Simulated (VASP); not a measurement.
# MoS2 (P6_3/mmc) in VASP: notebook, part 3 of 3

VASP 6.6.1. The steps go on from the part before.

### 4 Relaxation of shape and atoms at fixed volume, PBEsol, collinear spin

This run uses another cell than the first one, of 17.73 Å³/atom.

Input file INCAR:

```
PREC = Accurate ; ENCUT = 500
EDIFF = 1E-7 ; ISMEAR = 0
SIGMA = 0.05 ; LREAL = False
LASPH = True ; NELM = 200
ALGO = Normal ; ISIF = 4
LWAVE = False ; LCHARG = False
ISPIN = 2 ; MAGMOM = 0.05 0.05 0 0 0 0
LORBIT = 11 ; LMAXMIX = 4
GGA = PS ; IBRION = 2
NSW = 60 ; EDIFFG = -0.02
GGA_COMPAT = False ; NELMIN = 4
```

Input file KPOINTS:

```
Automatic mesh
0
Gamma
  8 8 2
```

Input file POSCAR:

```
MoS2
1.0
    3.1586156158      0.0000000000      0.0000000000
   -1.5793078079      2.7354413641      0.0000000000
    0.0000000000      0.0000000000     12.3135811494
Mo S
2 4
Direct
    0.3333333333      0.6666666667      0.2500000000
    0.6666666667      0.3333333333      0.7500000000
    0.3333333333      0.6666666667      0.6229170291
    0.6666666667      0.3333333333      0.1229170291
    0.3333333333      0.6666666667      0.8770829709
    0.6666666667      0.3333333333      0.3770829709
```

Potentials or basis: VASP PAW PBE potentials, release 64 (Mo_sv, S).

Command:

```sh
> cat potpaw_PBE.64/Mo_sv/POTCAR potpaw_PBE.64/S/POTCAR > POTCAR
> mpirun -np 1 vasp_std > vasp.out
```

OUTCAR:

```text
PREC = Accurate
   ENCUT = 500
   EDIFF = 1E-7
   ISMEAR = 0
   LREAL = False
   LASPH = True
   NELM = 200
   ISIF = 4
   ISPIN = 2
   LORBIT = 11
   GGA = PS
   IBRION = 2
   NSW = 60
   EDIFFG = -0.02
   NELMIN = 4

 ion  position               nearest neighbor table
   1  0.333  0.667  0.250-   4 2.40   6 2.40   4 2.40   6 2.40   4 2.40   6 2.40
   2  0.667  0.333  0.750-   3 2.40   5 2.40   3 2.40   5 2.40   3 2.40   5 2.40
   3  0.333  0.667  0.623-   2 2.40   2 2.40   2 2.40
   4  0.667  0.333  0.123-   1 2.40   1 2.40   1 2.40
   5  0.333  0.667  0.877-   2 2.40   2 2.40   2 2.40
   6  0.667  0.333  0.377-   1 2.40   1 2.40   1 2.40

  LATTYP: Found a hexagonal cell.
 ALAT       =     3.1586156158
 C/A-ratio  =     3.8984107746

  Lattice vectors:

 A1 = (   3.1586156158,   0.0000000000,   0.0000000000)
 A2 = (  -1.5793078079,   2.7354413641,   0.0000000000)
 A3 = (   0.0000000000,   0.0000000000,  12.3135811494)

Analysis of symmetry for initial positions (statically):
=====================================================================
 Subroutine PRICEL returns:
 Original cell was already a primitive cell.

 Routine SETGRP: Setting up the symmetry group for a
 hexagonal supercell.

 Subroutine GETGRP returns: Found 24 space group operations
 (whereof 12 operations were pure point group operations)
 out of a pool of 24 trial point group operations.

The static configuration has the point symmetry D_3d.
 The point group associated with its full space group is D_6h.

Analysis of symmetry for dynamics (positions and initial velocities):
=====================================================================
 Subroutine PRICEL returns:
 Original cell was already a primitive cell.

 Routine SETGRP: Setting up the symmetry group for a
 hexagonal supercell.

 Subroutine GETGRP returns: Found 24 space group operations
 (whereof 12 operations were pure point group operations)
 out of a pool of 24 trial point group operations.

The dynamic configuration has the point symmetry D_3d.
[... 155 lines left out ...]
 NGX is ok and might be reduce to    24
   NGX = 11   NGY = 11   NGZ = 45

--------------------------------------- Ionic step        1  -------------------------------------------

 number of electron      51.9999988 magnetization       0.0000034

 Free energy of the ion-electron system (eV)
  ---------------------------------------------------
  ext. energy  EPLUGINS =         0.00000000
  ---------------------------------------------------
  free energy    TOTEN  =       -46.88986469 eV

  energy without entropy =      -46.88986469  energy(sigma->0) =      -46.88986469

------------------------ aborting loop because EDIFF is reached ----------------------------------------

  FORCE on cell =-STRESS in cart. coord.  units (eV):
  Direction    XX          YY          ZZ          XY          YZ          ZX
  --------------------------------------------------------------------------------------
  -------------------------------------------------------------------------------------
  Total       -1.4420366     -1.4420366     -1.1214297      0.0000000      0.0000000      0.0000000
  in kB      -21.7159236    -21.7159236    -16.8878387      0.0000000      0.0000000      0.0000000
  external PRESSURE =     -20.1065620 kB  Pullay stress =       0.0000000 kB
[... 149 lines left out ...]
 number of electron      51.9999997 magnetization      -0.0000000

 number of electron      51.9999997 magnetization       0.0000000

 Free energy of the ion-electron system (eV)
  ---------------------------------------------------
  ext. energy  EPLUGINS =         0.00000000
  ---------------------------------------------------
  free energy    TOTEN  =       -46.90365225 eV

  energy without entropy =      -46.90365225  energy(sigma->0) =      -46.90365225

 E-fermi :   7.6376     XC(G=0): -10.9977

 val. band max:        7.4264446902   @ k =   0.0000   0.0000   0.0000
 cond. band min:       8.4717370952   @ k =   0.2500   0.1250   0.0000
 fundamental gap:      1.0452924050
 Fermi energy:         7.6376406624

 spin component 1

 k-point     1 :       0.0000    0.0000    0.0000
  band No.  band energies     occupation
      1     -53.8887      1.00000
      2     -53.8887      1.00000
      3     -28.1012      1.00000
      4     -28.1012      1.00000
      5     -27.8367      1.00000
      6     -27.8367      1.00000
[... 669 lines left out ...]
     30       9.8783      0.00000
     31      10.3370      0.00000
 Fermi energy:         7.6376406624

 spin component 2

 k-point     1 :       0.0000    0.0000    0.0000
  band No.  band energies     occupation
      1     -53.8887      1.00000
      2     -53.8887      1.00000
      3     -28.1012      1.00000
      4     -28.1012      1.00000
      5     -27.8367      1.00000
      6     -27.8367      1.00000
[... 702 lines left out ...]
  FREE ENERGIE OF THE ION-ELECTRON SYSTEM (eV)
  ---------------------------------------------------
  free  energy   TOTEN  =       -46.9036522455 eV

  energy  without entropy=      -46.9036522455  energy(sigma->0) =      -46.90365225

 reached required accuracy - stopping structural energy minimisation

 total charge

# of ion       s       p       d       tot
------------------------------------------
    1        2.300   6.231   3.994  12.525
    2        2.300   6.231   3.994  12.525
    3        1.358   2.326   0.000   3.684
    4        1.358   2.326   0.000   3.684
    5        1.358   2.326   0.000   3.684
    6        1.358   2.326   0.000   3.684
--------------------------------------------------
tot         10.032  21.765   7.989  39.787

 magnetization (x)

# of ion       s       p       d       tot
------------------------------------------
    1        0.000   0.000  -0.000  -0.000
    2        0.000   0.000  -0.000  -0.000
    3        0.000  -0.000   0.000  -0.000
    4        0.000  -0.000   0.000  -0.000
    5        0.000  -0.000   0.000  -0.000
    6        0.000  -0.000   0.000  -0.000
--------------------------------------------------
tot          0.000  -0.000  -0.000  -0.000
```

CONTCAR:

```text
MoS2
   1.00000000000000
     3.1397379160425394   -0.0000000000000000    0.0000000000000000
    -1.5698689580212697    2.7190927965431073   -0.0000000000000000
    -0.0000000000000000   -0.0000000000000000   12.4620973021230448
  Mo              S
     2     4
Direct
     0.3333333332999970    0.6666666667000030    0.2500000000000000
     0.6666666667000030    0.3333333332999970    0.7500000000000000
     0.3333333332999970    0.6666666667000030    0.6248607225822398
     0.6666666667000030    0.3333333332999970    0.1248607225822398
     0.3333333332999970    0.6666666667000030    0.8751392774177602
     0.6666666667000030    0.3333333332999970    0.3751392774177602

  0.00000000E+00  0.00000000E+00  0.00000000E+00
  0.00000000E+00  0.00000000E+00  0.00000000E+00
  0.00000000E+00  0.00000000E+00  0.00000000E+00
  0.00000000E+00  0.00000000E+00  0.00000000E+00
  0.00000000E+00  0.00000000E+00  0.00000000E+00
  0.00000000E+00  0.00000000E+00  0.00000000E+00
```

It took 9 min on 1 thread of Oxide Virtual Turin-like, shared host; peak memory 0.27 GiB.

Results:

| Property | Result |
| --- | --- |
| Free energy | -46.9037 eV |
| Energy gained by relaxing | 2.3 meV/atom |
| Ionic steps | 5 |
| Pressure after relaxing | 0.2 GPa |
| Largest force after relaxing | 0.004 eV/Å |
| Band gap on the k mesh | 1.05 eV (least direct gap 2.03 eV) |
| Net moment | 0.00 μB per cell |
| Valence electrons inside the program's atomic spheres | Mo 12.53; S 3.68 |

Forces on the atoms (eV/Å):
```
Mo   0.000  0.000  0.000
Mo   0.000  0.000  0.000
S    0.000  0.000  0.004
S    0.000  0.000  0.004
S    0.000  0.000 -0.004
S    0.000  0.000 -0.004
```

Step by step:
```csv
step,energy change (eV),largest force (eV/Å),pressure (GPa),volume (Å³)
1,0.0000,0.2430,-2.01,106.39
2,-0.0080,0.0499,-0.89,106.39
3,-0.0089,0.0397,-0.37,106.39
4,-0.0136,0.0035,0.08,106.39
5,-0.0138,0.0044,0.18,106.39
```

Final structure:
```yaml
crystal:
  lattice:
    - [3.13974, 0.00000, 0.00000]
    - [-1.56987, 2.71909, 0.00000]
    - [0.00000, 0.00000, 12.46210]
  atoms:
    - { symbol: Mo, position: [0.33333, 0.66667, 0.25000] }
    - { symbol: Mo, position: [0.66667, 0.33333, 0.75000] }
    - { symbol: S, position: [0.33333, 0.66667, 0.62486] }
    - { symbol: S, position: [0.66667, 0.33333, 0.12486] }
    - { symbol: S, position: [0.33333, 0.66667, 0.87514] }
    - { symbol: S, position: [0.66667, 0.33333, 0.37514] }
```

Levels at points of the mesh, in eV from the valence-band top:
Spin up:
```tsv
k point	band 24	band 25	band 26	band 27	band 28	band 29
(0.00, 0.00, 0.00)	-1.27	-1.18	0.00	2.26	2.26	2.28
(0.50, 0.00, 0.00)	-1.43	-1.36	-1.26	1.77	1.81	2.16
(0.00, 0.00, 0.50)	-2.08	-0.29	-0.29	2.26	2.26	2.26
(0.50, 0.00, 0.50)	-1.51	-1.30	-1.30	1.79	1.79	2.30
```
Spin down:
```tsv
k point	band 22	band 23	band 24	band 25	band 26	band 27	band 28	band 29	band 30	band 31
(0.00, 0.00, 0.00)	-2.06	-2.06	-1.27	-1.18	0.00	2.26	2.26	2.28	2.28	2.47
(0.50, 0.00, 0.00)	-2.48	-1.60	-1.43	-1.36	-1.26	1.77	1.81	2.16	2.43	2.97
(0.00, 0.00, 0.50)	-2.08	-2.08	-2.08	-0.29	-0.29	2.26	2.26	2.26	2.26	2.54
(0.50, 0.00, 0.50)	-2.61	-1.51	-1.51	-1.30	-1.30	1.79	1.79	2.30	2.30	3.32
```

Caveat: the PAW data sets were made with another functional, which shifts forces and pressure a little; this functional lacks dispersion, which binds layers or chains, so the pressure and a relaxed spacing across them are unreliable.

### 5 Relaxation of shape and atoms at fixed volume, revPBE+D4, collinear spin

This run uses another cell than the first one, of 17.73 Å³/atom.

Input file INCAR:

```
ALGO = Normal ; EDIFF = 1E-7
EDIFFG = -0.02 ; ENCUT = 500
GGA = RE ; GGA_COMPAT = False
IBRION = 2 ; ISIF = 4
ISMEAR = 0 ; ISPIN = 2
IVDW = 13 ; LASPH = True
LCHARG = False ; LMAXMIX = 4
LORBIT = 11 ; LREAL = False
LWAVE = False ; MAGMOM = 0.05 0.05 0 0 0 0
NELM = 200 ; NELMIN = 4
NSW = 60 ; PREC = Accurate
SIGMA = 0.05
```

Input file KPOINTS:

```
k-points
0
Gamma
  8 8 2
```

POSCAR is that of step 4.

Potentials or basis: VASP PAW PBE potentials, release 64 (Mo_sv, S).

Command:

```sh
> cat potpaw_PBE.64/Mo_sv/POTCAR potpaw_PBE.64/S/POTCAR > POTCAR
> mpirun -np 1 vasp_std > vasp.out
```

OUTCAR:

```text
EDIFF = 1E-7
   EDIFFG = -0.02
   ENCUT = 500
   GGA = RE
   IBRION = 2
   ISIF = 4
   ISMEAR = 0
   ISPIN = 2
   IVDW = 13
   LASPH = True
   LORBIT = 11
   LREAL = False
   NELM = 200
   NELMIN = 4
   NSW = 60
   PREC = Accurate

 ion  position               nearest neighbor table
   1  0.333  0.667  0.250-   4 2.40   6 2.40   4 2.40   6 2.40   4 2.40   6 2.40
   2  0.667  0.333  0.750-   3 2.40   5 2.40   3 2.40   5 2.40   3 2.40   5 2.40
   3  0.333  0.667  0.623-   2 2.40   2 2.40   2 2.40
   4  0.667  0.333  0.123-   1 2.40   1 2.40   1 2.40
   5  0.333  0.667  0.877-   2 2.40   2 2.40   2 2.40
   6  0.667  0.333  0.377-   1 2.40   1 2.40   1 2.40

  LATTYP: Found a hexagonal cell.
 ALAT       =     3.1586156158
 C/A-ratio  =     3.8984107746

  Lattice vectors:

 A1 = (   3.1586156158,   0.0000000000,   0.0000000000)
 A2 = (  -1.5793078079,   2.7354413641,   0.0000000000)
 A3 = (   0.0000000000,   0.0000000000,  12.3135811494)

Analysis of symmetry for initial positions (statically):
=====================================================================
 Subroutine PRICEL returns:
 Original cell was already a primitive cell.

 Routine SETGRP: Setting up the symmetry group for a
 hexagonal supercell.

 Subroutine GETGRP returns: Found 24 space group operations
 (whereof 12 operations were pure point group operations)
 out of a pool of 24 trial point group operations.

The static configuration has the point symmetry D_3d.
 The point group associated with its full space group is D_6h.

Analysis of symmetry for dynamics (positions and initial velocities):
=====================================================================
 Subroutine PRICEL returns:
 Original cell was already a primitive cell.

 Routine SETGRP: Setting up the symmetry group for a
 hexagonal supercell.

 Subroutine GETGRP returns: Found 24 space group operations
[... 234 lines left out ...]

 spin component 1

 k-point     1 :       0.0000    0.0000    0.0000
  band No.  band energies     occupation
      1     -53.8625      1.00000
      2     -53.8625      1.00000
      3     -28.0161      1.00000
      4     -28.0160      1.00000
      5     -27.7901      1.00000
      6     -27.7901      1.00000
[... 669 lines left out ...]
     30      10.0610      0.00000
     31      10.4291      0.00000
 Fermi energy:         8.0148396728

 spin component 2

 k-point     1 :       0.0000    0.0000    0.0000
  band No.  band energies     occupation
      1     -53.8625      1.00000
      2     -53.8625      1.00000
      3     -28.0161      1.00000
      4     -28.0160      1.00000
      5     -27.7901      1.00000
      6     -27.7901      1.00000
[... 669 lines left out ...]
     30      10.0610      0.00000
     31      10.4291      0.00000

------------------------ aborting loop because EDIFF is reached ----------------------------------------

  DFT-D4 for vdW energy calculation

  Edisp (eV):   -4.71186

  FORCE on cell =-STRESS in cart. coord.  units (eV):
  Direction    XX          YY          ZZ          XY          YZ          ZX
  --------------------------------------------------------------------------------------
  -------------------------------------------------------------------------------------
  Total      -1.59633    -1.59633    -1.61536     0.00000     0.00000     0.00000
  in kB     -24.03952   -24.03952   -24.32608     0.00000     0.00000     0.00000
  external pressure =      -24.14 kB  Pullay stress =        0.00 kB

 VOLUME and BASIS-vectors are now :
 -----------------------------------------------------------------------------
  energy-cutoff  :      500.00
  volume of cell :      106.39
      direct lattice vectors                 reciprocal lattice vectors
     3.160168666 -0.000000000  0.000000000     0.316438806  0.182696030  0.000000000
    -1.580084333  2.736786345  0.000000000     0.000000000  0.365392060  0.000000000
     0.000000000  0.000000000 12.301481219    -0.000000000 -0.000000000  0.081291024

 POSITION                                       TOTAL-FORCE (eV/Angst)
 -----------------------------------------------------------------------------------
     -0.00000      1.82452      3.07537        -0.000000     -0.000000      0.000000
      1.58008      0.91226      9.22611         0.000000     -0.000000      0.000000
     -0.00000      1.82452      7.66260         0.000000      0.000000     -0.018563
      1.58008      0.91226      1.51186         0.000000      0.000000     -0.018563
     -0.00000      1.82452     10.78962         0.000000     -0.000000      0.018563
      1.58008      0.91226      4.63888        -0.000000      0.000000      0.018563
 -----------------------------------------------------------------------------------
    total drift:                                0.000000     -0.000000      0.000000

  FREE ENERGIE OF THE ION-ELECTRON SYSTEM (eV)
  ---------------------------------------------------
  free  energy   TOTEN  =       -46.0866049720 eV

  energy  without entropy=      -46.0866049720  energy(sigma->0) =      -46.08660497

 reached required accuracy - stopping structural energy minimisation

 total charge

# of ion       s       p       d       tot
------------------------------------------
    1        2.291   6.223   3.951  12.466
    2        2.291   6.223   3.951  12.466
    3        1.368   2.350   0.000   3.717
    4        1.368   2.350   0.000   3.717
    5        1.368   2.350   0.000   3.717
    6        1.368   2.350   0.000   3.717
--------------------------------------------------
tot         10.053  21.846   7.903  39.801

 magnetization (x)

# of ion       s       p       d       tot
------------------------------------------
    1       -0.000  -0.000  -0.000  -0.000
    2       -0.000  -0.000  -0.000  -0.000
    3        0.000   0.000   0.000   0.000
    4        0.000   0.000   0.000   0.000
    5        0.000   0.000   0.000   0.000
    6        0.000   0.000   0.000   0.000
--------------------------------------------------
tot         -0.000   0.000  -0.000  -0.000
```

Run time: 5.8 min. Hardware: 1 thread of Oxide Virtual Turin-like, shared host; peak memory 0.26 GiB.

Results:

```
Free energy                                           : -46.0866 eV
Energy gained by relaxing                             : 0.0 meV/atom
Ionic steps                                           : 2
Pressure after relaxing                               : -2.4 GPa
Largest force after relaxing                          : 0.019 eV/Å
Band gap on the k mesh                                : 1.03 eV (least direct gap 1.96 eV)
Net moment                                            : 0.00 μB per cell
Valence electrons inside the program's atomic spheres : Mo 12.47; S 3.72
Dispersion energy per atom                            : -0.785 eV
```

Forces on the atoms (eV/Å):
```
Mo   0.000  0.000  0.000
Mo   0.000  0.000  0.000
S    0.000  0.000 -0.019
S    0.000  0.000 -0.019
S    0.000  0.000  0.019
S    0.000  0.000  0.019
```

The path:
```
step  energy change (eV)  largest force (eV/Å)  pressure (GPa)  volume (Å³)
   1              0.0000                0.0042           -2.40       106.39
   2             -0.0001                0.0186           -2.41       106.39
```

Final structure:
```xyz
6
Lattice="3.1602 0.0000 0.0000 -1.5801 2.7368 0.0000 0.0000 0.0000 12.3015" Properties=species:S:1:pos:R:3 pbc="T T T"
Mo    0.0000    1.8245    3.0754
Mo    1.5801    0.9123    9.2261
S     0.0000    1.8245    7.6626
S     1.5801    0.9123    1.5119
S     0.0000    1.8245   10.7896
S     1.5801    0.9123    4.6389
```

Caveat: the PAW data sets were made with another functional, which shifts forces and pressure a little. revPBE gaps usually lie below the measured ones, often by a third to a half.

### 6 Overview

| level | cell | gap on the mesh (eV) | pressure (GPa) | moment (μB) | relaxed volume (Å³/atom) | largest force (eV/Å) |
| --- | --- | --- | --- | --- | --- | --- |
| PBEsol | relaxed from a = 3.260, b = 3.260, c = 13.001 Å, angles 90.0, 90.0, 120.0°, 6 atoms, atomic positions A | 1.58 | -0.5 | 0.00 | 19.94 | - |
| PBEsol | relaxed from a = 3.121, b = 3.121, c = 12.541 Å, angles 90.0, 90.0, 120.0°, 6 atoms, atomic positions B | 1.02 | 0.4 | 0.00 | 17.63 | 0.01 |
| PBEsol | relaxed from a = 3.159, b = 3.159, c = 12.314 Å, angles 90.0, 90.0, 120.0°, 6 atoms, atomic positions C | 1.05 | 0.2 | 0.00 | 17.73 | - |
| revPBE+D4 | relaxed from a = 3.159, b = 3.159, c = 12.314 Å, angles 90.0, 90.0, 120.0°, 6 atoms, atomic positions C | 1.03 | -2.4 | 0.00 | - | 0.02 |

Alike in all rows: task relaxation of shape and atoms at fixed volume; potentials or basis VASP PAW PBE potentials, release 64 (Mo_sv, S); spin collinear; k mesh 8 × 8 × 2; cutoff (eV) 500; smearing gaussian 0.05 eV.

Caveats: the PAW data sets were made with another functional, which shifts forces and pressure a little; this functional lacks dispersion, which binds layers or chains, so the pressure and a relaxed spacing across them are unreliable (at least some runs).

Absolute energies hang on the potentials; compare differences alone.
